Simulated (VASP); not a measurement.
# Si (P1) in VASP: single point with r2SCAN

Aim: the single point of Si with r2SCAN.

All numbers are computed with VASP 6.6.1; they aren't measurements. Logs are shortened: lines on timing, memory, paths and dates and some standing lists are left out, and cuts for length are marked.

## Step 1: The cell of the first run

The typed cell holds 4 atoms: a = 5.081 Å, b = 5.081 Å, c = 5.081 Å, α = 98.23°, β = 98.23°, γ = 135.53°.

## Step 2: Single point, r2SCAN (atoms moved at random)

Contents of POSCAR:

```
Si
1.0
   -3.3254442900      3.3254442900      1.9223856600
    3.3254442900     -3.3254442900      1.9223856600
    3.3254442900      3.3254442900     -1.9223856600
Si
4
Direct
    0.1841633234      0.1962041402      0.3709679200
    0.7917659413      0.7977119794      0.6525606471
    0.2383731158      0.8752275787     -0.0030168834
    0.7856976194      0.1308563016     -0.0205116837
```

Contents of INCAR.step1:

```
SYSTEM = Si
ALGO = Normal
EDIFF = 1E-4
ENCUT = 520
GGA = PE
ISMEAR = 0
LASPH = .TRUE.
LCHARG = .FALSE.
LREAL = .FALSE.
LWAVE = .TRUE.
NBANDS = 16
NELM = 80
PREC = Accurate
SIGMA = 0.03
```

Contents of INCAR.step2:

```
SYSTEM = Si
ALGO = Normal
EDIFF = 1E-6
ENCUT = 520
ISIF = 2
ISMEAR = 0
ISTART = 1
LASPH = .TRUE.
LCHARG = .TRUE.
LELF = .TRUE.
LMIXTAU = .TRUE.
LREAL = .FALSE.
LVHAR = .TRUE.
LWAVE = .FALSE.
METAGGA = R2SCAN
NBANDS = 16
NELM = 80
PREC = Accurate
SIGMA = 0.03
```

Contents of KPOINTS:

```
k-points
0
G
  10 10 10
  0 0 0
```

Potentials or basis: VASP PAW PBE potentials, release 64 (Si).

On the command line:

```console
$ cat potpaw_PBE.64/Si/POTCAR > POTCAR
$ cp INCAR.step1 INCAR
$ mpirun -np 1 vasp_std > vasp.out
$ cp INCAR.step2 INCAR
$ mpirun -np 1 vasp_std > vasp.out
```

OUTCAR:

```text
SYSTEM = Si
   EDIFF = 1E-6
   ENCUT = 520
   ISIF = 2
   ISMEAR = 0
   ISTART = 1
   LASPH = .TRUE.
   LREAL = .FALSE.
   METAGGA = R2SCAN
   NELM = 80
   PREC = Accurate

 ion  position               nearest neighbor table
   1  0.184  0.196  0.371-   2 2.22   4 2.42   2 2.45   3 2.50
   2  0.792  0.798  0.653-   4 2.22   1 2.22   3 2.40   1 2.45
   3  0.238  0.875  0.997-   4 2.09   2 2.40   1 2.50   4 2.65
   4  0.786  0.131  0.979-   3 2.09   2 2.22   1 2.42   3 2.65

  LATTYP: Found a body centered tetragonal cell.
 ALAT       =     6.6508885800
 C/A-ratio  =     0.5780838566

  Lattice vectors:

 A1 = (  -3.3254442900,   3.3254442900,   1.9223856600)
 A2 = (   3.3254442900,  -3.3254442900,   1.9223856600)
 A3 = (   3.3254442900,   3.3254442900,  -1.9223856600)

Analysis of symmetry for initial positions (statically):
=====================================================================
 Subroutine PRICEL returns:
 Original cell was already a primitive cell.

 Routine SETGRP: Setting up the symmetry group for a
 body centered tetragonal supercell.

 Subroutine GETGRP returns: Found  1 space group operations
 (whereof  1 operations were pure point group operations)
 out of a pool of 16 trial point group operations.

The static configuration has the point symmetry C_1 .

Analysis of symmetry for dynamics (positions and initial velocities):
=====================================================================
 Subroutine PRICEL returns:
 Original cell was already a primitive cell.

 Routine SETGRP: Setting up the symmetry group for a
 body centered tetragonal supercell.

 Subroutine GETGRP returns: Found  1 space group operations
 (whereof  1 operations were pure point group operations)
 out of a pool of 16 trial point group operations.

The dynamic configuration has the point symmetry C_1 .

 Subroutine INISYM returns: Found  1 space group operations
 (whereof  1 operations are pure point group operations),
 and found     1 'primitive' translations

----------------------------------------------------------------------------------------

                                     Primitive cell

  volume of cell :      85.0354

  direct lattice vectors                    reciprocal lattice vectors
    -3.325444290  3.325444290  1.922385660     0.000000000  0.150355849  0.260093492
     3.325444290 -3.325444290  1.922385660     0.150355849  0.000000000  0.260093492
     3.325444290  3.325444290 -1.922385660     0.150355849  0.150355849  0.000000000

  length of vectors
     5.080622607  5.080622607  5.080622607     0.300425542  0.300425542  0.212635281

  position of ions in fractional coordinates (direct lattice)
     0.184163323  0.196204140  0.370967920
     0.791765941  0.797711979  0.652560647
     0.238373116  0.875227579  0.996983117
     0.785697619  0.130856302  0.979488316

  ion indices of the primitive-cell ions
   primitive index   ion index
                 1           1
                 2           2
                 3           3
                 4           4

----------------------------------------------------------------------------------------

 KPOINTS: k-points

Automatic generation of k-mesh.
 Grid dimensions read from file:
 generate k-points for:   10   10   10

 Generating k-lattice:

  Cartesian coordinates                     Fractional coordinates (reciprocal lattice)
     0.000000000  0.015035585  0.026009349     0.100000000  0.000000000 -0.000000000
     0.015035585  0.000000000  0.026009349     0.000000000  0.100000000 -0.000000000
     0.015035585  0.015035585  0.000000000     0.000000000  0.000000000  0.100000000

  Length of vectors
     0.030042554  0.030042554  0.021263528

  Shift w.r.t. Gamma in fractional coordinates (k-lattice)
     0.000000000  0.000000000  0.000000000

 Subroutine IBZKPT returns following result:
 ===========================================

 Found    504 irreducible k-points:

 Following reciprocal coordinates:
            Coordinates               Weight
  0.000000  0.000000  0.000000      1.000000
  0.100000  0.000000 -0.000000      2.000000
  0.100000  0.000000 -0.100000      2.000000
  0.000000  0.100000 -0.100000      2.000000
  0.000000  0.100000 -0.000000      2.000000
  0.200000  0.000000 -0.000000      2.000000
[... 16 lines left out ...]
  0.200000  0.000000 -0.100000      2.000000
  0.100000  0.100000 -0.200000      2.000000
 [... further k-points ...]
   k-points           NKPTS =    504   k-points in BZ     NKDIM =    504   number of bands    NBANDS=     16
   number of dos      NEDOS =    301   number of ions     NIONS =      4
   total plane-waves  NPLWV =  64000
   dimension x,y,z NGX =    40 NGY =   40 NGZ =   40
   dimension x,y,z NGXF=    80 NGYF=   80 NGZF=   80
   ions per type =               4
   NGX,Y,Z   is equivalent  to a cutoff of  13.09, 13.09, 13.09 a.u.
   NGXF,Y,Z  is equivalent  to a cutoff of  26.18, 26.18, 26.18 a.u.
 SYSTEM =  Si
   PREC   = accura    normal or accurate (medium, high low for compatibility)
   ISTART =      1    job   : 0-new  1-cont  2-samecut
   ICHARG =      0    charge: 1-file 2-atom 10-const
   ISPIN  =      1    spin polarized calculation?
   LNONCOLLINEAR =      F non collinear calculations
   LSORBIT =      F    spin-orbit coupling
   LASPH  =      T    aspherical Exc in radial PAW
   ENCUT  =  520.0 eV  38.22 Ry    6.18 a.u.   9.45  9.45  9.45*2*pi/ulx,y,z
   NELM   =     80;   NELMIN=  2; NELMDL=  0     # of ELM steps
   EDIFF  = 0.1E-05   stopping-criterion for ELM
   LREAL  =      F    real-space projection
   EDIFFG = 0.1E-04   stopping-criterion for IOM
   NSW    =      0    number of steps for IOM
   IBRION =     -1    ionic relax: 0-MD 1-quasi-New 2-CG
   NFREE  =      0    steps in history (QN), initial steepest desc. (CG)
   ISIF   =      2    stress and relaxation
   ISYM   =      2    0-nonsym 1-usesym 2-fastsym
   POTIM  = 0.5000    time-step for ionic-motion
   TEBEG  =    0.0;   TEEND  =   0.0 temperature during run
   PSTRESS=    0.0 pullay stress
   NELECT =      16.0000    total number of electrons
   NUPDOWN=      -1.0000    fix difference up-down
   EMIN   =  10.00;   EMAX   =-10.00  energy-range for DOS
   EFERMI =   0.00;   METHOD = LEGACY
   ISMEAR =     0;   SIGMA  =   0.03  broadening in eV -4-tet -1-fermi 0-gaus
   EFERMI_NEDOS =   21; number of points for ismear=-14 and -15
   IALGO  =     38    algorithm
   IMIX   =      4    mixing-type and parameters
     AMIX     =   0.40;   BMIX     =  1.00
     AMIX_MAG =   1.60;   BMIX_MAG =  1.00
  volume/ion in A,a.u.               =      21.26       143.46
  Fermi-wavevector in a.u.,A,eV,Ry     =   0.938098  1.772748 11.973506  0.880028
  Thomas-Fermi vector in A             =   2.065276
   LORBIT       =      0    0 simple, 1 ext, 2 COOP (PROOUT), +10 PAW based schemes
   METAGGA = R2SCAN    functional components
   LHFCALC =     F    Hartree Fock is set to
   AEXX    =    0.0000 exact exchange contribution
   IVDW    =     0    specifies the selected vdW correction
   LEPSILON=     F    determine dielectric tensor
   LRPA    =     F    only Hartree local field effects (RPA)
 non-spin polarized calculation
 Gauss-broadening in eV      SIGMA  =   0.03
  energy-cutoff  :      520.00
  volume of cell :       85.04
 maximum number of plane-waves:      2319
 NGX is ok and might be reduce to    40
   NGX = 19   NGY = 19   NGZ = 19

 number of electron      16.0000000 magnetization

 Free energy of the ion-electron system (eV)
  ---------------------------------------------------
  ext. energy  EPLUGINS =         0.00000000
  ---------------------------------------------------
  free energy    TOTEN  =       -33.57243625 eV

  energy without entropy =      -33.57234492  energy(sigma->0) =      -33.57239059

 E-fermi :   5.7056     XC(G=0):  -9.5378

 val. band max:        5.7048505543   @ k =  -0.4000   0.5000   0.4000
 cond. band min:       5.7779781133   @ k =   0.3000   0.2000   0.2000
 fundamental gap:      0.0731275591
 Fermi energy:         5.7055585239

 k-point     1 :       0.0000    0.0000    0.0000
  band No.  band energies     occupation
      1      -7.3872      2.00000
      2      -3.0291      2.00000
      3      -0.6766      2.00000
      4      -0.3289      2.00000
      5       1.1704      2.00000
      6       3.6811      2.00000
[... 8 lines left out ...]
     15      11.3604      0.00000
     16      12.5128      0.00000

 k-point     2 :       0.1000    0.0000   -0.0000
  band No.  band energies     occupation
      1      -7.2682      2.00000
      2      -3.0745      2.00000
      3      -0.8846      2.00000
      4      -0.1029      2.00000
      5       1.3248      2.00000
      6       3.0757      2.00000
[... 8 lines left out ...]
     15      10.7198      0.00000
     16      13.0669      0.00000

 k-point     3 :       0.1000    0.0000   -0.1000
  band No.  band energies     occupation
      1      -7.2709      2.00000
      2      -3.0795      2.00000
      3      -0.5868      2.00000
      4      -0.4225      2.00000
      5       1.3204      2.00000
      6       3.0880      2.00000
[... 8 lines left out ...]
     15      10.8028      0.00000
     16      13.0688      0.00000

 k-point     4 :       0.0000    0.1000   -0.1000
  band No.  band energies     occupation
      1      -7.2794      2.00000
      2      -3.0253      2.00000
      3      -0.7559      2.00000
      4      -0.2396      2.00000
      5       1.1921      2.00000
      6       3.1257      2.00000
[... 8 lines left out ...]
     15      11.0595      0.00000
     16      13.0654      0.00000
[... 324 lines left out ...]
 k-point    22 :       0.1000    0.1000   -0.0000
  band No.  band energies     occupation
      1      -6.9875      2.00000
      2      -2.9634      2.00000
      3      -0.9836      2.00000
      4      -0.1850      2.00000
      5       1.4131      2.00000
      6       2.1585      2.00000
[... 8 lines left out ...]
     15      10.5276      0.00000
     16      13.3804      0.00000

 k-point    23 :       0.2000    0.0000   -0.1000
  band No.  band energies     occupation
      1      -6.9770      2.00000
      2      -3.0353      2.00000
      3      -0.8533      2.00000
      4      -0.2858      2.00000
      5       1.4736      2.00000
      6       2.1761      2.00000
[... 8 lines left out ...]
     15      10.3819      0.00000
     16      13.1677      0.00000

 k-point    24 :       0.1000    0.1000   -0.2000
  band No.  band energies     occupation
      1      -7.0023      2.00000
      2      -2.8995      2.00000
      3      -0.7232      2.00000
      4      -0.4765      2.00000
      5       1.1899      2.00000
      6       2.2372      2.00000
[... 8 lines left out ...]
     15      10.8387      0.00000
     16      13.4979      0.00000

 [... further k-points ...]

------------------------ aborting loop because EDIFF is reached ----------------------------------------

  FORCE on cell =-STRESS in cart. coord.  units (eV):
  Direction    XX          YY          ZZ          XY          YZ          ZX
  --------------------------------------------------------------------------------------
  -------------------------------------------------------------------------------------
  Total        3.1692970     -0.0004822      2.3994387     -0.7528113      3.4766116     -1.5540943
  in kB       59.7136565     -0.0090856     45.2085288    -14.1839393     65.5038602    -29.2811468
  external PRESSURE =      34.9710332 kB  Pullay stress =       0.0000000 kB

 VOLUME and BASIS-vectors are now :
 -----------------------------------------------------------------------------
  energy-cutoff  :      520.00
  volume of cell :       85.04
      direct lattice vectors                 reciprocal lattice vectors
    -3.325444290  3.325444290  1.922385660     0.000000000  0.150355849  0.260093492
     3.325444290 -3.325444290  1.922385660     0.150355849  0.000000000  0.260093492
     3.325444290  3.325444290 -1.922385660     0.150355849  0.150355849  0.000000000

 POSITION                                       TOTAL-FORCE (eV/Angst)
 -----------------------------------------------------------------------------------
      1.27367      1.19359      0.01807        -1.247871     -0.574348     -1.661557
      2.18983      2.15028      1.80112        -1.380090      0.372593      1.956125
      5.43324      1.19759      0.22418         1.869708     -1.200145     -4.331296
      1.07960      5.43487     -0.12098         0.758253      1.401900      4.036728
 -----------------------------------------------------------------------------------
    total drift:                                0.000047     -0.000015      0.000008

  FREE ENERGIE OF THE ION-ELECTRON SYSTEM (eV)
  ---------------------------------------------------
  free  energy   TOTEN  =       -33.5724362492 eV

  energy  without entropy=      -33.5723449238  energy(sigma->0) =      -33.57239059
```

Run time: 65 min. Hardware: 1 thread of Oxide Virtual Turin-like, shared host; peak memory 0.57 GiB.

Results:

* Free energy: -33.5724 eV
* Pressure: 3.5 GPa
* Largest force: 4.868 eV/Å
* Band gap on the k mesh: zero (bands 8 and 9 overlap by 0.18 eV)

Forces in eV/Å, atoms in the order of the input:
```
Si  -1.248 -0.574 -1.662
Si  -1.380  0.373  1.956
Si   1.870 -1.200 -4.331
Si   0.758  1.402  4.037
```

Stress tensor (GPa, compression positive):
```
 5.97 -1.42 -2.93
-1.42  0.00  6.55
-2.93  6.55  4.52
```

Caveat: the cell differs from its parent crystal (atoms moved at random); the stress differs along the axes, from -0 to 6 GPa; semilocal functionals underestimate gaps, and a narrow one can read as zero; the PAW data sets were made with another functional, which shifts forces and pressure a little.

The gap in the log of VASP goes by the Fermi energy; the results here count the filled bands.